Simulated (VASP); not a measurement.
# S (Fm-3m) in VASP: single point with PBE

Aim: the single point of S with PBE.

Everything below comes from runs of VASP 6.6.1. Logs are shortened: lines on timing, memory, paths and dates and some standing lists are left out, and cuts for length are marked.

**1. The cell of the first run**

The structure is cubic, space group Fm-3m (No. 225). Conventional cell: a = 3.995 Å, b = 3.995 Å, c = 3.995 Å, α = 90.00°, β = 90.00°, γ = 90.00°. S (site symmetry m-3m) has 12 S at 2.82 Å within 3.7 Å.

**2. Single point, PBE**

INCAR

```
SYSTEM = S
ALGO = Normal ; EDIFF = 1E-6
ENCUT = 520 ; GGA = PE
ISIF = 2 ; ISMEAR = -1
LASPH = .True. ; LCHARG = .False.
LREAL = .False. ; LWAVE = .False.
NBANDS = 9 ; NELM = 80
PREC = Accurate ; SIGMA = 0.13605693000000002
```

KPOINTS

```
k-points
0
Gamma
  14 14 14
  0 0 0
```

POSCAR

```
S
1.0
    0.0000000000      1.9975386388      1.9975386388
    1.9975386388      0.0000000000      1.9975386388
    1.9975386388      1.9975386388      0.0000000000
S
1
Direct
    0.0000000000      0.0000000000      0.0000000000
```

Potentials or basis: VASP PAW PBE potentials, release 64 (S).

Launch:

```bash
> cat potpaw_PBE.64/S/POTCAR > POTCAR
> mpirun -np 1 vasp_std > vasp.out
```

OUTCAR:

```text
SYSTEM = S
   EDIFF = 1E-6
   ENCUT = 520
   GGA = PE
   ISIF = 2
   ISMEAR = -1
   LASPH = .True.
   LREAL = .False.
   NELM = 80
   PREC = Accurate

 ion  position               nearest neighbor table
   1  0.000  0.000  0.000-

  LATTYP: Found a face centered cubic cell.
 ALAT       =     3.9950772776

  Lattice vectors:

 A1 = (   0.0000000000,   1.9975386388,   1.9975386388)
 A2 = (   1.9975386388,   0.0000000000,   1.9975386388)
 A3 = (   1.9975386388,   1.9975386388,   0.0000000000)

Analysis of symmetry for initial positions (statically):
=====================================================================
 Subroutine PRICEL returns:
 Original cell was already a primitive cell.

 Routine SETGRP: Setting up the symmetry group for a
 face centered cubic supercell.

 Subroutine GETGRP returns: Found 48 space group operations
 (whereof 48 operations were pure point group operations)
 out of a pool of 48 trial point group operations.

The static configuration has the point symmetry O_h .

Analysis of symmetry for dynamics (positions and initial velocities):
=====================================================================
 Subroutine PRICEL returns:
 Original cell was already a primitive cell.

 Routine SETGRP: Setting up the symmetry group for a
 face centered cubic supercell.

 Subroutine GETGRP returns: Found 48 space group operations
 (whereof 48 operations were pure point group operations)
 out of a pool of 48 trial point group operations.

The dynamic configuration has the point symmetry O_h .

 Subroutine INISYM returns: Found 48 space group operations
 (whereof 48 operations are pure point group operations),
 and found     1 'primitive' translations

----------------------------------------------------------------------------------------

                                     Primitive cell

  volume of cell :      15.9410

  direct lattice vectors                    reciprocal lattice vectors
     0.000000000  1.997538639  1.997538639    -0.250308049  0.250308049  0.250308049
     1.997538639  0.000000000  1.997538639     0.250308049 -0.250308049  0.250308049
     1.997538639  1.997538639  0.000000000     0.250308049  0.250308049 -0.250308049

  length of vectors
     2.824946234  2.824946234  2.824946234     0.433546259  0.433546259  0.433546259

[... 79 lines left out ...]
   LREAL  =      F    real-space projection
   EDIFFG = 0.1E-04   stopping-criterion for IOM
   NSW    =      0    number of steps for IOM
   IBRION =     -1    ionic relax: 0-MD 1-quasi-New 2-CG
   NFREE  =      0    steps in history (QN), initial steepest desc. (CG)
   ISIF   =      2    stress and relaxation
   ISYM   =      2    0-nonsym 1-usesym 2-fastsym
   POTIM  = 0.5000    time-step for ionic-motion
   TEBEG  =    0.0;   TEEND  =   0.0 temperature during run
   PSTRESS=    0.0 pullay stress
   NELECT =       6.0000    total number of electrons
   NUPDOWN=      -1.0000    fix difference up-down
   EMIN   =  10.00;   EMAX   =-10.00  energy-range for DOS
   EFERMI =   0.00;   METHOD = LEGACY
   ISMEAR =    -1;   SIGMA  =   0.14  broadening in eV -4-tet -1-fermi 0-gaus
   EFERMI_NEDOS =   21; number of points for ismear=-14 and -15
   IALGO  =     38    algorithm
   IMIX   =      4    mixing-type and parameters
     AMIX     =   0.40;   BMIX     =  1.00
     AMIX_MAG =   1.60;   BMIX_MAG =  1.00
  volume/ion in A,a.u.               =      15.94       107.58
  Fermi-wavevector in a.u.,A,eV,Ry     =   1.182007  2.233669 19.009252  1.397141
  Thomas-Fermi vector in A             =   2.318270
   LORBIT       =      0    0 simple, 1 ext, 2 COOP (PROOUT), +10 PAW based schemes
   GGA     = PE    functional components
   LHFCALC =     F    Hartree Fock is set to
   AEXX    =    0.0000 exact exchange contribution
   IVDW    =     0    specifies the selected vdW correction
   LEPSILON=     F    determine dielectric tensor
   LRPA    =     F    only Hartree local field effects (RPA)
 non-spin polarized calculation
  energy-cutoff  :      520.00
  volume of cell :       15.94
 maximum number of plane-waves:       444
 NGX is ok and might be reduce to    24
   NGX = 11   NGY = 11   NGZ = 11

 number of electron       5.9999999 magnetization

 Free energy of the ion-electron system (eV)
  ---------------------------------------------------
  ext. energy  EPLUGINS =         0.00000000
  ---------------------------------------------------
  free energy    TOTEN  =        -2.85327711 eV

  energy without entropy =       -2.79954400  energy(sigma->0) =       -2.82641056

 E-fermi :   7.3684     XC(G=0): -11.1433

 val. band max:        7.3620777091   @ k =   0.3571   0.2143   0.0000
 cond. band min:       7.3725446080   @ k =   0.5000   0.1429   0.0000
 fundamental gap:      0.0104668990
 Fermi energy:         7.3683881292

 k-point     1 :       0.0000    0.0000    0.0000
  band No.  band energies     occupation
      1      -9.2958      2.00000
      2      10.5050      0.00000
      3      10.5050      0.00000
      4      10.5050      0.00000
      5      19.4613      0.00000
      6      19.4613      0.00000
      7      19.4613      0.00000
      8      21.6261      0.00000
      9      24.7575      0.00000
[... 265 lines left out ...]
 k-point    24 :       0.2857    0.1429    0.0000
  band No.  band energies     occupation
      1      -7.5877      2.00000
      2       5.5592      2.00000
      3       8.6603      0.00015
      4       8.8089      0.00005
      5      16.9361      0.00000
      6      18.9028      0.00000
      7      21.7792      0.00000
      8      22.0009      0.00000
      9      26.3224      0.00000

 [... further k-points ...]

------------------------ aborting loop because EDIFF is reached ----------------------------------------

  FORCE on cell =-STRESS in cart. coord.  units (eV):
  Direction    XX          YY          ZZ          XY          YZ          ZX
  --------------------------------------------------------------------------------------
  -------------------------------------------------------------------------------------
  Total       -0.0301367     -0.0301367     -0.0301367     -0.0000000     -0.0000000      0.0000000
  in kB       -3.0289410     -3.0289410     -3.0289410     -0.0000000     -0.0000000      0.0000000
  external PRESSURE =      -3.0289410 kB  Pullay stress =       0.0000000 kB

 VOLUME and BASIS-vectors are now :
 -----------------------------------------------------------------------------
  energy-cutoff  :      520.00
  volume of cell :       15.94
      direct lattice vectors                 reciprocal lattice vectors
     0.000000000  1.997538639  1.997538639    -0.250308049  0.250308049  0.250308049
     1.997538639  0.000000000  1.997538639     0.250308049 -0.250308049  0.250308049
     1.997538639  1.997538639  0.000000000     0.250308049  0.250308049 -0.250308049

 POSITION                                       TOTAL-FORCE (eV/Angst)
 -----------------------------------------------------------------------------------
      0.00000      0.00000      0.00000        -0.000000     -0.000000      0.000000
 -----------------------------------------------------------------------------------
    total drift:                                0.000000     -0.000000      0.000000

  FREE ENERGIE OF THE ION-ELECTRON SYSTEM (eV)
  ---------------------------------------------------
  free  energy   TOTEN  =        -2.8532771103 eV

  energy  without entropy=       -2.7995440033  energy(sigma->0) =       -2.82641056
```

OSZICAR:

```text
N       E                     dE             d eps       ncg     rms          rms(c)
DAV:   1     0.784722185120E+01    0.78472E+01   -0.29437E+03  1912   0.558E+02
DAV:   2    -0.262150167626E+01   -0.10469E+02   -0.10094E+02  2786   0.763E+01
DAV:   3    -0.285544699298E+01   -0.23395E+00   -0.23006E+00  2151   0.995E+00
DAV:   4    -0.285616688458E+01   -0.71989E-03   -0.71974E-03  2694   0.635E-01
DAV:   5    -0.285616785014E+01   -0.96556E-06   -0.96632E-06  2220   0.199E-02    0.751E+00
DAV:   6    -0.285357782514E+01    0.25900E-02   -0.39116E-03  2077   0.343E-01    0.448E+00
DAV:   7    -0.285333347476E+01    0.24435E-03   -0.59749E-03  1993   0.444E-01    0.136E-01
DAV:   8    -0.285327621256E+01    0.57262E-04   -0.30162E-04  2048   0.945E-02    0.174E-02
DAV:   9    -0.285327711028E+01   -0.89772E-06   -0.23203E-06  2242   0.122E-02
   1 F= -.28532771E+01 E0= -.28264106E+01  d E =-.537331E-01
```

It took 4.7 s on 1 thread of Intel Xeon 6975P-C (Granite Rapids), shared host; peak memory 0.13 GiB.

What came out:

```
Free energy            : -2.8533 eV
Pressure               : -0.3 GPa
Band gap on the k mesh : zero (band 3 reaches 10.51 eV, above the bottom of band 4 at 4.92 eV)
```
